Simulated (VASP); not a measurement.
# Sn in VASP: further runs

The runs below take Sn through single point, with PBEsol, b88 exchange, pbe correlation, RPBE+D3(BJ).

All numbers are computed with VASP 6.6.1; they aren't measurements. Logs are shortened: lines on timing, memory, paths and dates and some standing lists are left out, and cuts for length are marked.

### Step 1. The cell of the first run

Symmetry: Fd-3m, No. 227, cubic system. Conventional cell: a = 6.467 Å, b = 6.467 Å, c = 6.467 Å, α = 90.00°, β = 90.00°, γ = 90.00°. Within 3.7 Å of Sn (site symmetry -43m) lie 4 Sn at 2.80 Å.

This isn't the form of Sn at room conditions, which is tetragonal (white tin).

### Step 2. Single point, PBEsol, non-collinear spin, typed start, spin-orbit coupling

INCAR reads:

```
SYSTEM = Sn
ALGO = Fast
EDIFF = 1E-6
ENCUT = 520
GGA = PS
GGA_COMPAT = .False.
ISIF = 2
ISMEAR = 1
LASPH = .True.
LCHARG = .False.
LNONCOLLINEAR = .True.
LORBIT = 11
LORBMOM = .True.
LREAL = .False.
LSORBIT = .True.
LWAVE = .False.
MAGMOM = 0.354 0.354 0 -0.354 -0.354 0
NBANDS = 40
NELM = 150
PREC = Accurate
SIGMA = 0.05
```

KPOINTS reads:

```
k-points
0
Gamma
  7 7 7
  0 0 0
```

POSCAR reads:

```
Sn
1.0
    0.0000000000      3.2333428000      3.2333428000
    3.2333428000      0.0000000000      3.2333428000
    3.2333428000      3.2333428000      0.0000000000
Sn
2
Direct
    0.7500000000      0.7500000000      0.7500000000
    0.5000000000      0.5000000000      0.5000000000
```

Potentials or basis: VASP PAW PBE potentials, release 64 (Sn_d).

Started as:

```
$ cat potpaw_PBE.64/Sn_d/POTCAR > POTCAR
$ mpirun -np 1 vasp_ncl > vasp.out
```

OUTCAR:

```text
SYSTEM = Sn
   EDIFF = 1E-6
   ENCUT = 520
   GGA = PS
   ISIF = 2
   ISMEAR = 1
   LASPH = .True.
   LNONCOLLINEAR = .True.
   LORBIT = 11
   LREAL = .False.
   LSORBIT = .True.
   NELM = 150
   PREC = Accurate

 ion  position               nearest neighbor table
   1  0.750  0.750  0.750-   2 2.80   2 2.80   2 2.80   2 2.80
   2  0.500  0.500  0.500-   1 2.80   1 2.80   1 2.80   1 2.80

  LATTYP: Found a face centered cubic cell.
 ALAT       =     6.4666856000

  Lattice vectors:

 A1 = (   0.0000000000,   3.2333428000,   3.2333428000)
 A2 = (   3.2333428000,   0.0000000000,   3.2333428000)
 A3 = (   3.2333428000,   3.2333428000,   0.0000000000)

Analysis of symmetry for initial positions (statically):
=====================================================================
 Subroutine PRICEL returns:
 Original cell was already a primitive cell.

 Routine SETGRP: Setting up the symmetry group for a
 face centered cubic supercell.

 Subroutine GETGRP returns: Found 48 space group operations
 (whereof 24 operations were pure point group operations)
 out of a pool of 48 trial point group operations.

The static configuration has the point symmetry T_d .
 The point group associated with its full space group is O_h .

Analysis of symmetry for dynamics (positions and initial velocities):
=====================================================================
 Subroutine PRICEL returns:
 Original cell was already a primitive cell.

 Routine SETGRP: Setting up the symmetry group for a
 face centered cubic supercell.

 Subroutine GETGRP returns: Found 48 space group operations
 (whereof 24 operations were pure point group operations)
 out of a pool of 48 trial point group operations.

The dynamic configuration has the point symmetry T_d .
 The point group associated with its full space group is O_h .

Analysis of structural, dynamic, and magnetic symmetry:
=====================================================================
 Subroutine PRICEL returns:
 Original cell was already a primitive cell.

 Routine SETGRP: Setting up the symmetry group for a
 face centered cubic supercell.

 Subroutine GETGRP returns: Found  4 space group operations
 (whereof  2 operations were pure point group operations)
 out of a pool of 48 trial point group operations.

The overall configuration has the point symmetry C_1h.
 The point group associated with its full space group is C_2v.

 Subroutine INISYM returns: Found  4 space group operations
 (whereof  2 operations are pure point group operations),
 and found     1 'primitive' translations

[... 1213 lines left out ...]
 -----------------------------------------------------------------------------------
    total drift:                                0.000005     -0.000005      0.000000

  FREE ENERGIE OF THE ION-ELECTRON SYSTEM (eV)
  ---------------------------------------------------
  free  energy   TOTEN  =        -8.5507909724 eV

  energy  without entropy=       -8.5505360641  energy(sigma->0) =       -8.55070600

 orbital moment (x)

 # of ion     p       d       tot
 ----------------------------------------
  1        -0.000   0.000   0.000
  2         0.000  -0.000  -0.000
 ----------------------------------------
            0.000   0.000   0.000

 orbital moment (y)

 # of ion     p       d       tot
 ----------------------------------------
  1        -0.000   0.000   0.000
  2         0.000  -0.000  -0.000
 ----------------------------------------
            0.000  -0.000  -0.000

 orbital moment (z)

 # of ion     p       d       tot
 ----------------------------------------
  1         0.000   0.000   0.000
  2         0.000   0.000   0.000
 ----------------------------------------
            0.000   0.000   0.000

 Spin-Orbit-Coupling matrix elements

 Ion:    1  E_soc:     -0.1147997
 l=   1
     0.0000000    -0.0128674    -0.0128674
    -0.0128674     0.0000000    -0.0128674
    -0.0128674    -0.0128674     0.0000000
 l=   2
     0.0000000    -0.0012500     0.0000000    -0.0012500    -0.0050159
    -0.0012500     0.0000000    -0.0037619    -0.0012500    -0.0012540
     0.0000000    -0.0037619     0.0000000    -0.0037619     0.0000000
    -0.0012500    -0.0012500    -0.0037619     0.0000000    -0.0012540
    -0.0050159    -0.0012540     0.0000000    -0.0012540     0.0000000
 l=   3
     0.0000000     0.0000000     0.0000000     0.0000000     0.0000000     0.0000000     0.0000000
     0.0000000     0.0000000     0.0000000     0.0000000     0.0000000     0.0000000     0.0000000
     0.0000000     0.0000000     0.0000000     0.0000000     0.0000000     0.0000000     0.0000000
     0.0000000     0.0000000     0.0000000     0.0000000     0.0000000     0.0000000     0.0000000
     0.0000000     0.0000000     0.0000000     0.0000000     0.0000000     0.0000000     0.0000000
     0.0000000     0.0000000     0.0000000     0.0000000     0.0000000     0.0000000     0.0000000
     0.0000000     0.0000000     0.0000000     0.0000000     0.0000000     0.0000000     0.0000000

 Ion:    2  E_soc:     -0.1147997
 l=   1
     0.0000000    -0.0128674    -0.0128674
    -0.0128674     0.0000000    -0.0128674
    -0.0128674    -0.0128674     0.0000000
 l=   2
     0.0000000    -0.0012500     0.0000000    -0.0012500    -0.0050159
    -0.0012500     0.0000000    -0.0037619    -0.0012500    -0.0012540
     0.0000000    -0.0037619     0.0000000    -0.0037619     0.0000000
    -0.0012500    -0.0012500    -0.0037619     0.0000000    -0.0012540
    -0.0050159    -0.0012540     0.0000000    -0.0012540     0.0000000
 l=   3
     0.0000000     0.0000000     0.0000000     0.0000000     0.0000000     0.0000000     0.0000000
     0.0000000     0.0000000     0.0000000     0.0000000     0.0000000     0.0000000     0.0000000
     0.0000000     0.0000000     0.0000000     0.0000000     0.0000000     0.0000000     0.0000000
     0.0000000     0.0000000     0.0000000     0.0000000     0.0000000     0.0000000     0.0000000
     0.0000000     0.0000000     0.0000000     0.0000000     0.0000000     0.0000000     0.0000000
     0.0000000     0.0000000     0.0000000     0.0000000     0.0000000     0.0000000     0.0000000
     0.0000000     0.0000000     0.0000000     0.0000000     0.0000000     0.0000000     0.0000000

 total charge

# of ion       s       p       d       tot
------------------------------------------
    1        1.159   1.227   9.972  12.358
    2        1.159   1.227   9.972  12.358
--------------------------------------------------
tot          2.317   2.454  19.945  24.716

 magnetization (x)

# of ion       s       p       d       tot
------------------------------------------
    1        0.000   0.000   0.000   0.000
    2       -0.000  -0.000  -0.000  -0.000
--------------------------------------------------
tot          0.000   0.000   0.000   0.000

 magnetization (y)

# of ion       s       p       d       tot
------------------------------------------
    1        0.000   0.000   0.000   0.000
    2       -0.000  -0.000  -0.000  -0.000
--------------------------------------------------
tot          0.000   0.000  -0.000  -0.000

 magnetization (z)

# of ion       s       p       d       tot
------------------------------------------
    1        0.000   0.000   0.000   0.000
    2        0.000   0.000   0.000   0.000
--------------------------------------------------
tot          0.000   0.000   0.000   0.000
```

OSZICAR:

```text
N       E                     dE             d eps       ncg     rms          rms(c)
DAV:   1     0.294976428204E+03    0.29498E+03   -0.13961E+04  9632   0.207E+03
DAV:   2     0.354934291242E+02   -0.25948E+03   -0.25209E+03  8960   0.580E+02
DAV:   3    -0.647910826222E+01   -0.41973E+02   -0.41565E+02 10392   0.190E+02
DAV:   4    -0.854197248313E+01   -0.20629E+01   -0.20610E+01 10360   0.482E+01
DAV:   5    -0.860428253042E+01   -0.62310E-01   -0.62307E-01 11568   0.838E+00    0.495E+00
RMM:   6    -0.857888170740E+01    0.25401E-01   -0.55043E-02 10815   0.284E+00    0.243E+00
RMM:   7    -0.856003734590E+01    0.18844E-01   -0.35621E-02 10873   0.206E+00    0.131E+00
RMM:   8    -0.854972131246E+01    0.10316E-01   -0.25746E-02 11152   0.161E+00    0.270E-01
RMM:   9    -0.855038616809E+01   -0.66486E-03   -0.10107E-02 14420   0.811E-01    0.119E-01
RMM:  10    -0.855060111950E+01   -0.21495E-03   -0.98439E-04 12691   0.315E-01    0.537E-02
RMM:  11    -0.855076926354E+01   -0.16814E-03   -0.36653E-04 13286   0.156E-01    0.199E-02
RMM:  12    -0.855078867937E+01   -0.19416E-04   -0.81028E-05 13557   0.661E-02    0.105E-02
RMM:  13    -0.855079108925E+01   -0.24099E-05   -0.16678E-05 13128   0.290E-02    0.460E-03
RMM:  14    -0.855079097239E+01    0.11687E-06   -0.34808E-06  9591   0.153E-02
   1 F= -.85507910E+01 E0= -.85507060E+01  d E =-.254908E-03  mag=    -0.0000     0.0000     0.0000
```

stdout:

```text
POSCAR found type information on POSCAR Sn
 POSCAR found :  1 types and       2 ions
 scaLAPACK will be used
 -----------------------------------------------------------------------------
|                                                                             |
|                                                                             |
|     You enforced a specific xc type in the INCAR file but a different       |
|     I HOPE YOU KNOW WHAT YOU ARE DOING!                                     |
|                                                                             |
 -----------------------------------------------------------------------------

 LDA part: xc-table for (Slater+PW92), standard interpolation
 POSCAR, INCAR and KPOINTS ok, starting setup
 FFT: planning ... GRIDC
 FFT: planning ... GRID_SOFT
 FFT: planning ... GRID
 WAVECAR not read
 entering main loop
```

Wall time 11 min (1 thread of Intel Xeon Platinum 8124M at 3.00GHz (Skylake/Cascade Lake), shared host); peak memory 0.63 GiB.

What came out:

| Quantity | Value |
| --- | --- |
| Free energy | -8.5508 eV |
| Pressure | 1.5 GPa |
| Net moment | 0.00 μB per cell |
| Valence electrons inside the program's atomic spheres | Sn 12.36 |

Moments on the atoms (μB; x, y, z):
```
Sn  0.00 0.00 0.00
Sn  0.00 0.00 0.00
```

Caveat: the PAW data sets were made with another functional, which shifts forces and pressure a little.

### Step 3. Single point, b88 exchange, pbe correlation, non-collinear spin, zero start, spin-orbit coupling (atoms moved at random)

INCAR reads:

```
  PREC = Accurate
  ENCUT = 500
  EDIFF = 1E-6
  ISMEAR = 0
  SIGMA = 0.05
  LREAL = F
  LASPH = T
  NELM = 200
  ALGO = Normal
  ISIF = 2
  LWAVE = F
  LCHARG = F
  MAGMOM = 0 0 0 0 0 0
  LORBIT = 11
  LSORBIT = T
  GGA_COMPAT = F
  LORBMOM = T
  GGA = LIBXC
  LIBXC1 = GGA_X_B88
  LIBXC2 = GGA_C_PBE
  NBANDS = 40
```

KPOINTS reads:

```
Automatic mesh
0
Gamma
  5 5 5
```

POSCAR reads:

```
Sn
1.0
    0.0000000000      3.2333428000      3.2333428000
    3.2333428000      0.0000000000      3.2333428000
    3.2333428000      3.2333428000      0.0000000000
Sn
2
Direct
    0.7493690000      0.7574840000      0.7577220000
    0.5098370000      0.4953860000      0.4979550000
```

Potentials or basis: VASP PAW PBE potentials, release 64 (Sn_d).

Started as:

```
$ cat potpaw_PBE.64/Sn_d/POTCAR > POTCAR
$ mpirun -np 1 vasp_ncl > vasp.out
```

It took 4.6 min on 1 thread of Intel Xeon Platinum 8488C (Sapphire Rapids), shared host; peak memory 0.5 GiB.

Results (log left out):

| Item | Value |
| --- | --- |
| Free energy | -7.4569 eV |
| Pressure | 3.8 GPa |
| Largest force | 0.586 eV/Å |
| Net moment | 0.00 μB per cell |
| Valence electrons inside the program's atomic spheres | Sn 12.37 |

Forces in eV/Å, atoms in the order of the input:
```
Sn  -0.583  0.029 -0.046
Sn   0.583 -0.029  0.046
```

Stress tensor (GPa, compression positive):
```
 3.70 -0.14  0.06
-0.14  3.87 -1.73
 0.06 -1.73  3.87
```

Moments on the atoms (μB; x, y, z):
```
Sn  0.00 0.00 0.00
Sn  0.00 0.00 0.00
```

Caveat: the cell differs from its parent crystal (atoms moved at random); the cell stands under pressure; the PAW data sets were made with another functional, which shifts forces and pressure a little.

### Step 4. Single point, RPBE+D3(BJ)

This run uses another cell than the first one, of 31.77 Å³/atom.

INCAR reads:

```
SYSTEM = Sn
PREC = Accurate
ENCUT = 520
EDIFF = 1E-6
ISMEAR = -1
SIGMA = 0.05
LREAL = .FALSE.
LASPH = .TRUE.
NELM = 60
ALGO = Normal
ISIF = 2
LWAVE = .FALSE.
LCHARG = .FALSE.
GGA = RP
IVDW = 12
NBANDS = 21
```

KPOINTS reads:

```
regular mesh
0
G
  7 7 7
  0 0 0
```

POSCAR reads:

```
Sn
1.0
    0.0000000000      3.1672566306      3.1672566306
    3.1672566306      0.0000000000      3.1672566306
    3.1672566306      3.1672566306      0.0000000000
Sn
2
Direct
    0.7500000000      0.7500000000      0.7500000000
    0.5000000000      0.5000000000      0.5000000000
```

Started as:

```
$ cat potpaw_PBE.64/Sn_d/POTCAR > POTCAR
$ mpirun -np 1 vasp_std > vasp.out
```

Run time: 46 s. Hardware: 1 thread of Intel Xeon 8259CL, shared host; peak memory 0.21 GiB.

Results (log left out):

| Property | Result |
| --- | --- |
| Free energy | -9.9711 eV |
| Pressure | 0.0 GPa |
| Band gap on the k mesh | zero (filled and empty bands touch) |
| Dispersion energy per atom | -1.626 eV |

Levels at points of the mesh, in eV from the Fermi level:
| k point | band 11 | band 12 | band 13 | band 14 | band 15 | band 16 | band 17 | band 18 |
| --- | --- | --- | --- | --- | --- | --- | --- | --- |
| (0.00, 0.00, 0.00) | -11.18 | -0.13 | -0.01 | -0.01 | -0.01 | 2.07 | 2.07 | 2.07 |

Caveat: the PAW data sets were made with another functional, which shifts forces and pressure a little; spin-orbit coupling is left out, which moves the levels of the heavy elements.

### Step 5. Overview

| level | spin | cell | k mesh | cutoff (eV) | smearing | pressure (GPa) | moment (μB) |
| --- | --- | --- | --- | --- | --- | --- | --- |
| PBEsol | non-collinear, typed start, SOC | a = 4.573 Å, angles 60.0°, 2 atoms, atomic positions A | 7 × 7 × 7 | 520 | methfessel-paxton 0.05 eV | 1.5 | 0.00 |
| b88 exchange, pbe correlation | non-collinear, zero start, SOC | a = 4.573 Å, angles 60.0°, 2 atoms, atomic positions B | 5 × 5 × 5 | 500 | gaussian 0.05 eV | 3.8 | 0.00 |
| RPBE+D3(BJ) | off | a = 4.479 Å, angles 60.0°, 2 atoms, atomic positions A | 7 × 7 × 7 | 520 | fermi-dirac 0.05 eV | 0.0 | - |

Alike in all rows: task single point; potentials or basis VASP PAW PBE potentials, release 64 (Sn_d).

Caveats: the PAW data sets were made with another functional, which shifts forces and pressure a little; the cell stands under pressure (at least some runs); spin-orbit coupling is left out, which moves the levels of the heavy elements (at least some runs).

Absolute energies hang on the potentials; compare differences alone.
